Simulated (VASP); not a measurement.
**AlN2: single point with PBE**

Crystal: AlN2.

```
CELL_PARAMETERS angstrom
0.00000 0.00000 2.79533
3.91287 0.00000 0.00000
0.00000 4.72686 0.00000
ATOMIC_POSITIONS crystal
Al 0.50000 0.50000 0.50000
Al 0.00000 0.00000 0.00000
N 0.50000 0.36636 0.90831
N 0.00000 0.86636 0.59169
N 0.50000 0.63364 0.09169
N 0.00000 0.13364 0.40831
```

```json
{"Program": "VASP 6.6.1", "Task": "single point", "Functional": "PBE", "Potentials or basis": "VASP PAW PBE potentials, release 64 (Al, N)", "Cutoff": "520 eV", "k mesh": "8 × 6 × 6", "Occupations": "gaussian, width 0.1 eV", "Spin": "no spin polarisation", "Dipole correction": "no", "Further INCAR settings": "ALGO = Normal; EDIFF = 1e-06; NBANDS = 22"}
```

| Quantity | Value |
| --- | --- |
| Pressure | -0.2 GPa |
| Largest force | 0.097 eV/Å |
| Band gap on the k mesh | zero (bands 13 and 14 overlap by 3.18 eV) |

Forces on the atoms (eV/Å):
```
Al   0.000  0.000  0.000
Al   0.000  0.000  0.000
N   -0.082 -0.051  0.000
N   -0.082  0.051  0.000
N    0.082  0.051  0.000
N    0.082 -0.051  0.000
```

Stress tensor (GPa, compression positive):
```
-0.57  0.00  0.00
 0.00  0.50  0.00
 0.00  0.00 -0.41
```

Levels at points of the mesh, in eV from the Fermi level:
```
           k point  band 11  band 12  band 13  band 14  band 15  band 16
(0.00, 0.00, 0.00)    -2.88     0.12     1.38     1.55     6.66     7.02
(0.50, 0.00, 0.00)    -2.08    -2.08    -1.61    -1.61     6.14     6.14
(0.00, 0.50, 0.00)    -0.62    -0.62     1.30     1.30     5.63     5.63
(0.50, 0.50, 0.00)    -3.45    -3.45     0.05     0.05     7.74     7.74
(0.00, 0.00, 0.50)    -2.79    -2.79     1.56     1.56     5.70     5.70
(0.50, 0.00, 0.50)    -2.37    -2.37    -1.37    -1.37     7.27     7.27
(0.00, 0.50, 0.50)    -0.75    -0.75     1.15     1.15     6.71     6.71
(0.50, 0.50, 0.50)    -1.47    -1.47    -0.13    -0.13     5.53     5.53
```

Run time: 38 s on 1 thread of Intel(R) Xeon(R) Platinum 8488C (Sapphire Rapids), on a shared host, peak memory 0.2 GiB.
